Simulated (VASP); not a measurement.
A run of VASP 6.6.1:

File INCAR:

```
SYSTEM = Fe
ALGO = Fast ; EDIFF = 1E-6
ENCUT = 520 ; GGA = PE
ISIF = 2 ; ISMEAR = 0
LASPH = .TRUE. ; LCHARG = .FALSE.
LREAL = .FALSE. ; LWAVE = .FALSE.
NBANDS = 15 ; NELM = 60
PREC = Accurate ; SIGMA = 0.1
```

The input KPOINTS:

```
k-points
0
G
  18 18 12
  0 0 0
```

File POSCAR:

```
Fe
1.0
    2.4604064099      0.0000000000      0.0000000000
   -1.2302032049      2.1307744546      0.0000000000
    0.0000000000      0.0000000000      3.8906474682
Fe
2
Direct
    0.3333333333      0.6666666667      0.2500000000
    0.6666666667      0.3333333333      0.7500000000
```

Potentials or basis: VASP PAW PBE potentials, release 64 (Fe).

Launch:

```sh
$ cat potpaw_PBE.64/Fe/POTCAR > POTCAR
$ mpirun -np 1 vasp_std > vasp.out
```

Hardware: 1 thread of AMD EPYC 9R45 96-Core Processor (Zen 5), with other jobs on the host.

Task: How long does it take, and how much memory?

Result: Run time: 41 s on 1 thread of AMD EPYC 9R45 96-Core Processor (Zen 5), with other jobs on the host, peak memory 0.15 GiB. Counts: scf iterations 14, k points 259.
